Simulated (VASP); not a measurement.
# Al4Co5 in VASP: relaxation of the atoms with PBEsol

Aim: the relaxation of the atoms of Al4Co5 with PBEsol.

Program: VASP 6.6.1. These are calculated values, not measurements. Logs are shortened: lines on timing, memory, paths and dates and some standing lists are left out, and cuts for length are marked.

## (1) The cell of the first run

The cell holds a slab with vacuum, 9 atoms: a = 2.823 Å, b = 2.823 Å, c = 26.290 Å, α = 90.00°, β = 90.00°, γ = 90.00°.

## (2) Relaxation of the atoms, PBEsol

Contents of INCAR:

```
SYSTEM = Al4Co5
  PREC = Accurate
  ENCUT = 520
  EDIFF = 1E-6
  ISMEAR = 0
  SIGMA = 0.1
  LREAL = .FALSE.
  LASPH = .TRUE.
  NELM = 80
  ALGO = Fast
  ISIF = 2
  LWAVE = .FALSE.
  LCHARG = .FALSE.
  LDIPOL = .TRUE.
  IDIPOL = 3
  DIPOL = 0.5 0.5 0.500
  GGA = PS
  IBRION = 2
  NSW = 80
  EDIFFG = -0.02
  KPAR = 4
```

Contents of KPOINTS:

```
Automatic mesh
0
G
  12 12 1
  0 0 0
```

Contents of POSCAR:

```
Al4Co5
1.0
    2.8225855369      0.0000000000      0.0000000000
    0.0000000000      2.8225855369      0.0000000000
    0.0000000000      0.0000000000     26.2903421475
Co Al
5 4
Direct
    0.5000000000      0.5000000000      0.2852758613
    0.5000000000      0.5000000000      0.3926379307
    0.5000000000      0.5000000000      0.5000000000
    0.5000000000      0.5000000000      0.6073620693
    0.5000000000      0.5000000000      0.7147241387
    0.0000000000      0.0000000000      0.3389568960
    0.0000000000      0.0000000000      0.4463189653
    0.0000000000      0.0000000000      0.5536810347
    0.0000000000      0.0000000000      0.6610431040
```

Potentials or basis: VASP PAW PBE potentials, release 64 (Co, Al).

Started as:

```sh
$ cat potpaw_PBE.64/Co/POTCAR potpaw_PBE.64/Al/POTCAR > POTCAR
$ mpirun -np 4 vasp_std > vasp.out
```

OUTCAR:

```text
SYSTEM = Al4Co5
   PREC = Accurate
   ENCUT = 520
   EDIFF = 1E-6
   ISMEAR = 0
   LREAL = .FALSE.
   LASPH = .TRUE.
   NELM = 80
   ISIF = 2
   GGA = PS
   IBRION = 2
   NSW = 80
   EDIFFG = -0.02

 ion  position               nearest neighbor table
   1  0.500  0.500  0.285-   6 2.44   6 2.44   6 2.44   6 2.44   2 2.82
   2  0.500  0.500  0.393-   7 2.44   7 2.44   7 2.44   7 2.44   6 2.44   6 2.44   6 2.44   6 2.44
                             3 2.82   1 2.82
   3  0.500  0.500  0.500-   7 2.44   8 2.44   7 2.44   8 2.44   7 2.44   8 2.44   7 2.44   8 2.44
                             2 2.82   4 2.82
   4  0.500  0.500  0.607-   8 2.44   8 2.44   8 2.44   8 2.44   9 2.44   9 2.44   9 2.44   9 2.44
                             3 2.82   5 2.82
   5  0.500  0.500  0.715-   9 2.44   9 2.44   9 2.44   9 2.44   4 2.82
   6  0.000  0.000  0.339-   1 2.44   2 2.44   1 2.44   2 2.44   1 2.44   2 2.44   1 2.44   2 2.44
                             7 2.82
   7  0.000  0.000  0.446-   2 2.44   2 2.44   2 2.44   2 2.44   3 2.44   3 2.44   3 2.44   3 2.44
                             6 2.82   8 2.82
   8  0.000  0.000  0.554-   4 2.44   4 2.44   4 2.44   4 2.44   3 2.44   3 2.44   3 2.44   3 2.44
                             9 2.82   7 2.82
   9  0.000  0.000  0.661-   4 2.44   5 2.44   4 2.44   5 2.44   4 2.44   5 2.44   4 2.44   5 2.44
                             8 2.82

  LATTYP: Found a simple tetragonal cell.
 ALAT       =     2.8225855369
 C/A-ratio  =     9.3142765042

  Lattice vectors:

 A1 = (   2.8225855369,   0.0000000000,   0.0000000000)
 A2 = (   0.0000000000,   2.8225855369,   0.0000000000)
 A3 = (   0.0000000000,   0.0000000000,  26.2903421475)

Analysis of symmetry for initial positions (statically):
=====================================================================
 Subroutine PRICEL returns:
 Original cell was already a primitive cell.

 Routine SETGRP: Setting up the symmetry group for a
 simple tetragonal supercell.

 Subroutine GETGRP returns: Found 16 space group operations
 (whereof 16 operations were pure point group operations)
 out of a pool of 16 trial point group operations.

The static configuration has the point symmetry D_4h.

Analysis of symmetry for dynamics (positions and initial velocities):
=====================================================================
 Subroutine PRICEL returns:
 Original cell was already a primitive cell.

 Routine SETGRP: Setting up the symmetry group for a
 simple tetragonal supercell.
[... 173 lines left out ...]

  FORCE on cell =-STRESS in cart. coord.  units (eV):
  Direction    XX          YY          ZZ          XY          YZ          ZX
  --------------------------------------------------------------------------------------
  -------------------------------------------------------------------------------------
  Total       -4.7781596     -4.7781596     -3.1087655      0.0000000      0.0000000      0.0000000
  in kB      -36.5494437    -36.5494437    -23.7797937      0.0000000      0.0000000      0.0000000
  external PRESSURE =     -32.2928937 kB  Pullay stress =       0.0000000 kB
[... 110 lines left out ...]
  FREE ENERGIE OF THE ION-ELECTRON SYSTEM (eV)
  ---------------------------------------------------
  free  energy   TOTEN  =       -56.2673184022 eV

  energy  without entropy=      -56.2281718713  energy(sigma->0) =      -56.24774514

[... ionic steps 4 to 12 ...]

--------------------------------------- Ionic step       13  -------------------------------------------

 number of electron      56.9999994 magnetization

------------------------ aborting loop because EDIFF is reached ----------------------------------------
[... 38 lines left out ...]
--------------------------------------- Ionic step       14  -------------------------------------------

 number of electron      56.9999985 magnetization

 dipolmoment           0.000000      0.000000     -0.000000 electrons x Angstroem

------------------------ aborting loop because EDIFF is reached ----------------------------------------

  FORCE on cell =-STRESS in cart. coord.  units (eV):
  Direction    XX          YY          ZZ          XY          YZ          ZX
  --------------------------------------------------------------------------------------
  -------------------------------------------------------------------------------------
  Total       -2.4595519     -2.4595519     -0.2565286      0.0000000      0.0000000      0.0000000
  in kB      -18.8137820    -18.8137820     -1.9622573      0.0000000      0.0000000      0.0000000
  external PRESSURE =     -13.1966071 kB  Pullay stress =       0.0000000 kB
[... 30 lines left out ...]
--------------------------------------- Ionic step       15  -------------------------------------------

 number of electron      56.9999989 magnetization

 dipolmoment           0.000000      0.000000      0.000000 electrons x Angstroem

 Free energy of the ion-electron system (eV)
  ---------------------------------------------------
  ext. energy  EPLUGINS =         0.00000000
  ---------------------------------------------------
  free energy    TOTEN  =       -56.28502736 eV

  energy without entropy =      -56.25065811  energy(sigma->0) =      -56.26784273

 E-fermi :   2.7728     XC(G=0):  -6.8479

 val. band max:        2.7558588153   @ k =   0.0833   0.0833   0.0000
 cond. band min:       2.7758930972   @ k =   0.5000   0.3333   0.0000
 fundamental gap:      0.0200342820
 Fermi energy:         2.7727885465

 k-point     1 :       0.0000    0.0000    0.0000
  band No.  band energies     occupation
      1      -8.1070      2.00000
      2      -7.3585      2.00000
      3      -6.2957      2.00000
      4      -4.9279      2.00000
      5      -3.2168      2.00000
      6      -1.5892      2.00000
[... 877 lines left out ...]
     33       4.6772      0.00000
     34       5.2045      0.00000

 [... further k-points ...]

------------------------ aborting loop because EDIFF is reached ----------------------------------------

 vacuum level on the upper side and lower side of the slab       (xc-potential included)        -0.016        -0.016

  FORCE on cell =-STRESS in cart. coord.  units (eV):
  Direction    XX          YY          ZZ          XY          YZ          ZX
  --------------------------------------------------------------------------------------
  -------------------------------------------------------------------------------------
  Total       -2.4343119     -2.4343119     -0.1599995      0.0000000      0.0000000      0.0000000
  in kB      -18.6207142    -18.6207142     -1.2238797      0.0000000      0.0000000      0.0000000
  external PRESSURE =     -12.8217694 kB  Pullay stress =       0.0000000 kB
[... 24 lines left out ...]
  FREE ENERGIE OF THE ION-ELECTRON SYSTEM (eV)
  ---------------------------------------------------
  free  energy   TOTEN  =       -56.2850273596 eV

  energy  without entropy=      -56.2506581061  energy(sigma->0) =      -56.26784273

 reached required accuracy - stopping structural energy minimisation

 vacuum level on the upper side and lower side of the slab         7.249         7.249
```

CONTCAR:

```text
Al4Co5
   1.00000000000000
     2.8225855369000001    0.0000000000000000    0.0000000000000000
     0.0000000000000000    2.8225855369000001    0.0000000000000000
     0.0000000000000000    0.0000000000000000   26.2903421474999988
  Co              Al
     5     4
Direct
     0.5000000000000000    0.5000000000000000    0.2893499582441629
     0.5000000000000000    0.5000000000000000    0.3934733826477830
     0.5000000000000000    0.5000000000000000    0.5000000000000000
     0.5000000000000000    0.5000000000000000    0.6065266173522168
     0.5000000000000000    0.5000000000000000    0.7106500417558375
     1.0000000000000000    0.0000000000000000    0.3376500847083546
     0.0000000000000000    0.0000000000000000    0.4461569154952127
     0.0000000000000000    1.0000000000000000    0.5538430845047874
     1.0000000000000000    0.0000000000000000    0.6623499152916453

  0.00000000E+00  0.00000000E+00  0.00000000E+00
  0.00000000E+00  0.00000000E+00  0.00000000E+00
  0.00000000E+00  0.00000000E+00  0.00000000E+00
  0.00000000E+00  0.00000000E+00  0.00000000E+00
  0.00000000E+00  0.00000000E+00  0.00000000E+00
  0.00000000E+00  0.00000000E+00  0.00000000E+00
  0.00000000E+00  0.00000000E+00  0.00000000E+00
  0.00000000E+00  0.00000000E+00  0.00000000E+00
  0.00000000E+00  0.00000000E+00  0.00000000E+00
```

Run time: 39 min. Hardware: 4 MPI ranks of Oxide Virtual Turin-like, shared host; peak memory 0.43 GiB.

Results:

| Item | Value |
| --- | --- |
| Free energy | -56.2850 eV |
| Energy gained by relaxing | 17.9 meV/atom |
| Ionic steps | 15 |
| Largest force after relaxing | 0.019 eV/Å |
| Band gap on the k mesh | zero (an odd number of electrons rules out a gap without spin polarisation) |

Forces on the atoms (eV/Å):
```
Co   0.000  0.000  0.005
Co   0.000  0.000 -0.008
Co   0.000  0.000  0.000
Co   0.000  0.000  0.008
Co   0.000  0.000 -0.005
Al   0.000  0.000  0.019
Al   0.000  0.000 -0.019
Al   0.000  0.000  0.019
Al   0.000  0.000 -0.019
```

The path:
```csv
step,energy change (eV),largest force (eV/Å),pressure (GPa)
1,0.0000,0.9803,-3.23
2,-0.1372,0.3678,-2.27
3,-0.1432,0.3061,-2.21
4,-0.1490,0.1799,-2.01
5,-0.1492,0.1543,-2.06
6,-0.1543,0.1016,-1.84
7,-0.1569,0.0639,-1.67
8,-0.1569,0.0636,-1.73
9,-0.1577,0.0412,-1.68
10,-0.1586,0.0712,-1.60
11,-0.1592,0.0539,-1.54
12,-0.1604,0.0263,-1.42
13,-0.1601,0.1058,-1.17
14,-0.1607,0.0402,-1.32
15,-0.1610,0.0188,-1.28
```

Final structure:
```
CELL_PARAMETERS angstrom
2.82259 0.00000 0.00000
0.00000 2.82259 0.00000
0.00000 0.00000 26.29034
ATOMIC_POSITIONS crystal
Co 0.50000 0.50000 0.28935
Co 0.50000 0.50000 0.39347
Co 0.50000 0.50000 0.50000
Co 0.50000 0.50000 0.60653
Co 0.50000 0.50000 0.71065
Al 0.00000 0.00000 0.33765
Al 0.00000 0.00000 0.44616
Al 0.00000 0.00000 0.55384
Al 0.00000 0.00000 0.66235
```

Caveat: the PAW data sets were made with another functional, which shifts forces and pressure a little; the run has no spin polarisation, though such a crystal can be magnetic.

The gap in the log of VASP goes by the Fermi energy; the results here count the filled bands.